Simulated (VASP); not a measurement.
# BiW (CsCl type) (Pm-3m) in VASP: further runs, part 4 of 4

VASP 6.6.1. The steps go on from the part before.

### Step 6. Single point, LDA (volume scaled by 0.7)

Input file INCAR:

```
ALGO = Normal
EDIFF = 1E-6
ENCUT = 520
ISIF = 2
ISMEAR = -1
LASPH = T
LCHARG = F
LREAL = F
LWAVE = F
NBANDS = 22
NELM = 60
PREC = Accurate
SIGMA = 0.1
```

Input file KPOINTS:

```
k-points
0
Gamma
  11 11 11
```

Input file POSCAR:

```
BiW
1.0
    2.9963789759      0.0000000000      0.0000000000
    0.0000000000      2.9963789759      0.0000000000
    0.0000000000      0.0000000000      2.9963789759
W Bi
1 1
Direct
    0.0000000000      0.0000000000      0.0000000000
    0.5000000000      0.5000000000      0.5000000000
```

Potentials or basis: VASP PAW LDA potentials, release 64 (W_sv, Bi_d).

The run is started by

```bash
$ cat potpaw_LDA.64/W_sv/POTCAR potpaw_LDA.64/Bi_d/POTCAR > POTCAR
$ mpirun -np 1 vasp_std > vasp.out
```

OUTCAR:

```text
EDIFF = 1E-6
   ENCUT = 520
   ISIF = 2
   ISMEAR = -1
   LASPH = T
   LREAL = F
   NELM = 60
   PREC = Accurate

 ion  position               nearest neighbor table
   1  0.000  0.000  0.000-   2 2.59   2 2.59   2 2.59   2 2.59   2 2.59   2 2.59   2 2.59   2 2.59

   2  0.500  0.500  0.500-   1 2.59   1 2.59   1 2.59   1 2.59   1 2.59   1 2.59   1 2.59   1 2.59

  LATTYP: Found a simple cubic cell.
 ALAT       =     2.9963789759

  Lattice vectors:

 A1 = (   2.9963789759,   0.0000000000,   0.0000000000)
 A2 = (   0.0000000000,   2.9963789759,   0.0000000000)
 A3 = (   0.0000000000,   0.0000000000,   2.9963789759)

Analysis of symmetry for initial positions (statically):
=====================================================================
 Subroutine PRICEL returns:
 Original cell was already a primitive cell.

 Routine SETGRP: Setting up the symmetry group for a
 simple cubic supercell.

 Subroutine GETGRP returns: Found 48 space group operations
 (whereof 48 operations were pure point group operations)
 out of a pool of 48 trial point group operations.

The static configuration has the point symmetry O_h .

Analysis of symmetry for dynamics (positions and initial velocities):
=====================================================================
 Subroutine PRICEL returns:
 Original cell was already a primitive cell.

 Routine SETGRP: Setting up the symmetry group for a
 simple cubic supercell.

 Subroutine GETGRP returns: Found 48 space group operations
 (whereof 48 operations were pure point group operations)
 out of a pool of 48 trial point group operations.

The dynamic configuration has the point symmetry O_h .

 Subroutine INISYM returns: Found 48 space group operations
 (whereof 48 operations are pure point group operations),
 and found     1 'primitive' translations

----------------------------------------------------------------------------------------

                                     Primitive cell

  volume of cell :      26.9024

  direct lattice vectors                    reciprocal lattice vectors
     2.996378976  0.000000000  0.000000000     0.333736156  0.000000000  0.000000000
     0.000000000  2.996378976  0.000000000     0.000000000  0.333736156  0.000000000
     0.000000000  0.000000000  2.996378976     0.000000000  0.000000000  0.333736156

  length of vectors
     2.996378976  2.996378976  2.996378976     0.333736156  0.333736156  0.333736156

  position of ions in fractional coordinates (direct lattice)
     0.000000000  0.000000000  0.000000000
     0.500000000  0.500000000  0.500000000

  ion indices of the primitive-cell ions
   primitive index   ion index
                 1           1
                 2           2

----------------------------------------------------------------------------------------

 KPOINTS: k-points

Automatic generation of k-mesh.
 Grid dimensions read from file:
 generate k-points for:   11   11   11

 Generating k-lattice:

  Cartesian coordinates                     Fractional coordinates (reciprocal lattice)
     0.030339651  0.000000000  0.000000000     0.090909091  0.000000000  0.000000000
     0.000000000  0.030339651  0.000000000     0.000000000  0.090909091  0.000000000
     0.000000000  0.000000000  0.030339651     0.000000000  0.000000000  0.090909091

  Length of vectors
     0.030339651  0.030339651  0.030339651

  Shift w.r.t. Gamma in fractional coordinates (k-lattice)
     0.000000000  0.000000000  0.000000000

 Subroutine IBZKPT returns following result:
 ===========================================

 Found     56 irreducible k-points:

 Following reciprocal coordinates:
            Coordinates               Weight
  0.000000  0.000000  0.000000      1.000000
  0.090909  0.000000  0.000000      6.000000
  0.181818  0.000000  0.000000      6.000000
  0.272727  0.000000  0.000000      6.000000
  0.363636  0.000000  0.000000      6.000000
  0.454545  0.000000  0.000000      6.000000
[... 16 lines left out ...]
  0.181818  0.090909  0.090909     24.000000
  0.272727  0.090909  0.090909     24.000000
 [... further k-points ...]
   k-points           NKPTS =     56   k-points in BZ     NKDIM =     56   number of bands    NBANDS=     22
   number of dos      NEDOS =    301   number of ions     NIONS =      2
   total plane-waves  NPLWV =  13824
   dimension x,y,z NGX =    24 NGY =   24 NGZ =   24
   dimension x,y,z NGXF=    48 NGYF=   48 NGZF=   48
   ions per type =               1   1
   NGX,Y,Z   is equivalent  to a cutoff of  13.32, 13.32, 13.32 a.u.
   NGXF,Y,Z  is equivalent  to a cutoff of  26.63, 26.63, 26.63 a.u.
 SYSTEM =  unknown system
   PREC   = accura    normal or accurate (medium, high low for compatibility)
   ISTART =      0    job   : 0-new  1-cont  2-samecut
   ICHARG =      2    charge: 1-file 2-atom 10-const
   ISPIN  =      1    spin polarized calculation?
   LNONCOLLINEAR =      F non collinear calculations
   LSORBIT =      F    spin-orbit coupling
   LASPH  =      T    aspherical Exc in radial PAW
   ENCUT  =  520.0 eV  38.22 Ry    6.18 a.u.   5.57  5.57  5.57*2*pi/ulx,y,z
   NELM   =     60;   NELMIN=  2; NELMDL= -5     # of ELM steps
   EDIFF  = 0.1E-05   stopping-criterion for ELM
   LREAL  =      F    real-space projection
   EDIFFG = 0.1E-04   stopping-criterion for IOM
   NSW    =      0    number of steps for IOM
   IBRION =     -1    ionic relax: 0-MD 1-quasi-New 2-CG
   NFREE  =      0    steps in history (QN), initial steepest desc. (CG)
   ISIF   =      2    stress and relaxation
   ISYM   =      2    0-nonsym 1-usesym 2-fastsym
   POTIM  = 0.5000    time-step for ionic-motion
   TEBEG  =    0.0;   TEEND  =   0.0 temperature during run
   PSTRESS=    0.0 pullay stress
   NELECT =      29.0000    total number of electrons
   NUPDOWN=      -1.0000    fix difference up-down
   EMIN   =  10.00;   EMAX   =-10.00  energy-range for DOS
   EFERMI =   0.00;   METHOD = LEGACY
   ISMEAR =    -1;   SIGMA  =   0.10  broadening in eV -4-tet -1-fermi 0-gaus
   EFERMI_NEDOS =   21; number of points for ismear=-14 and -15
   IALGO  =     38    algorithm
   IMIX   =      4    mixing-type and parameters
     AMIX     =   0.40;   BMIX     =  1.00
     AMIX_MAG =   1.60;   BMIX_MAG =  1.00
  volume/ion in A,a.u.               =      13.45        90.77
  Fermi-wavevector in a.u.,A,eV,Ry     =   1.678588  3.172071 38.336556  2.817657
  Thomas-Fermi vector in A             =   2.762650
   LORBIT       =      0    0 simple, 1 ext, 2 COOP (PROOUT), +10 PAW based schemes
   GGA     = CA    functional components
   LHFCALC =     F    Hartree Fock is set to
   AEXX    =    0.0000 exact exchange contribution
   IVDW    =     0    specifies the selected vdW correction
   LEPSILON=     F    determine dielectric tensor
   LRPA    =     F    only Hartree local field effects (RPA)
 non-spin polarized calculation
  energy-cutoff  :      520.00
  volume of cell :       26.90
 maximum number of plane-waves:       739
 NGX is ok and might be reduce to    24
   NGX = 11   NGY = 11   NGZ = 11

 number of electron      29.0000001 magnetization

 Free energy of the ion-electron system (eV)
  ---------------------------------------------------
  ext. energy  EPLUGINS =         0.00000000
  ---------------------------------------------------
  free energy    TOTEN  =       -12.76674380 eV

  energy without entropy =      -12.71783390  energy(sigma->0) =      -12.74228885

 E-fermi :  18.3408     XC(G=0): -14.9510

 val. band max:       18.3312226745   @ k =   0.3636   0.3636   0.2727
 cond. band min:      18.3443393075   @ k =   0.3636   0.1818   0.0909
 fundamental gap:      0.0131166330
 Fermi energy:        18.3407868857

 k-point     1 :       0.0000    0.0000    0.0000
  band No.  band energies     occupation
      1     -54.8195      2.00000
      2     -19.4751      2.00000
      3     -19.4751      2.00000
      4     -19.4751      2.00000
      5      -6.1790      2.00000
      6      -6.1790      2.00000
[... 14 lines left out ...]
     21      30.1848      0.00000
     22      30.1848      0.00000

 k-point     2 :       0.0909    0.0000    0.0000
  band No.  band energies     occupation
      1     -54.8175      2.00000
      2     -19.5223      2.00000
      3     -19.4738      2.00000
      4     -19.4738      2.00000
      5      -6.1715      2.00000
      6      -6.1233      2.00000
[... 14 lines left out ...]
     21      30.5556      0.00000
     22      30.5556      0.00000
[... 523 lines left out ...]
     21      31.3934      0.00000
     22      31.4098      0.00000

 k-point    24 :       0.2727    0.0909    0.0909
  band No.  band energies     occupation
      1     -54.8017      2.00000
      2     -19.7939      2.00000
      3     -19.5026      2.00000
      4     -19.5022      2.00000
      5      -6.0470      2.00000
      6      -5.7402      2.00000
[... 14 lines left out ...]
     21      32.1366      0.00000
     22      32.7412      0.00000

 [... further k-points ...]
[... 5 lines left out ...]
  --------------------------------------------------------------------------------------
  -------------------------------------------------------------------------------------
  Total       24.0754731     24.0754731     24.0754731     -0.0000000      0.0000000      0.0000000
  in kB     1433.8218349   1433.8218349   1433.8218349     -0.0000000      0.0000000      0.0000000
  external PRESSURE =    1433.8218349 kB  Pullay stress =       0.0000000 kB

 VOLUME and BASIS-vectors are now :
 -----------------------------------------------------------------------------
  energy-cutoff  :      520.00
  volume of cell :       26.90
      direct lattice vectors                 reciprocal lattice vectors
     2.996378976  0.000000000  0.000000000     0.333736156  0.000000000  0.000000000
     0.000000000  2.996378976  0.000000000     0.000000000  0.333736156  0.000000000
     0.000000000  0.000000000  2.996378976     0.000000000  0.000000000  0.333736156

 POSITION                                       TOTAL-FORCE (eV/Angst)
 -----------------------------------------------------------------------------------
      0.00000      0.00000      0.00000         0.000000      0.000000      0.000000
      1.49819      1.49819      1.49819         0.000000      0.000000      0.000000
 -----------------------------------------------------------------------------------
    total drift:                                0.000000      0.000000     -0.000000

  FREE ENERGIE OF THE ION-ELECTRON SYSTEM (eV)
  ---------------------------------------------------
  free  energy   TOTEN  =       -12.7667437964 eV

  energy  without entropy=      -12.7178338989  energy(sigma->0) =      -12.74228885
```

OSZICAR:

```text
N       E                     dE             d eps       ncg     rms          rms(c)
DAV:   1     0.281361850817E+03    0.28136E+03   -0.14557E+04  2522   0.181E+03
DAV:   2     0.258394714100E+01   -0.27878E+03   -0.26932E+03  2536   0.483E+02
DAV:   3    -0.129235255305E+02   -0.15507E+02   -0.15235E+02  2842   0.112E+02
DAV:   4    -0.132276340576E+02   -0.30411E+00   -0.30391E+00  2742   0.153E+01
DAV:   5    -0.132367964426E+02   -0.91624E-02   -0.91620E-02  3218   0.278E+00    0.308E+01
DAV:   6    -0.129073272546E+02    0.32947E+00   -0.19782E-01  3196   0.590E+00    0.160E+01
DAV:   7    -0.127719951906E+02    0.13533E+00   -0.12170E-01  3312   0.513E+00    0.136E+00
DAV:   8    -0.127671285142E+02    0.48667E-02   -0.73400E-03  2700   0.952E-01    0.964E-02
DAV:   9    -0.127667547340E+02    0.37378E-03   -0.57926E-04  3026   0.355E-01    0.287E-02
DAV:  10    -0.127667451273E+02    0.96067E-05   -0.24544E-05  2744   0.453E-02    0.769E-03
DAV:  11    -0.127667437586E+02    0.13687E-05   -0.12555E-06  2248   0.138E-02    0.129E-03
DAV:  12    -0.127667437964E+02   -0.37829E-07   -0.34585E-07  1526   0.679E-03
   1 F= -.12766744E+02 E0= -.12742289E+02  d E =-.489099E-01
```

Run time: 15 s. Hardware: 1 thread of Intel Xeon Platinum 8375C at 2.90GHz (Ice Lake), shared host; peak memory 0.15 GiB.

What came out:

| Quantity | Value |
| --- | --- |
| Free energy | -12.7667 eV |
| Pressure | 143.4 GPa |

Caveat: spin-orbit coupling is left out, which moves the levels of the heavy elements.

### Step 7. The runs side by side

| cell | gap on the mesh (eV) | pressure (GPa) |
| --- | --- | --- |
| a = 2.678 Å, 2 atoms | none | 597.0 |
| a = 2.846 Å, 2 atoms | none | 291.7 |
| a = 2.996 Å, 2 atoms | none | 143.4 |

Alike in all rows: task single point; level LDA; potentials or basis VASP PAW LDA potentials, release 64 (W_sv, Bi_d); no spin polarisation; k mesh 11 × 11 × 11; cutoff (eV) 520; smearing fermi-dirac 0.1 eV.

Caveats: spin-orbit coupling is left out, which moves the levels of the heavy elements.

Total energies depend on the potentials used, so only differences within one code and one set of settings carry meaning.
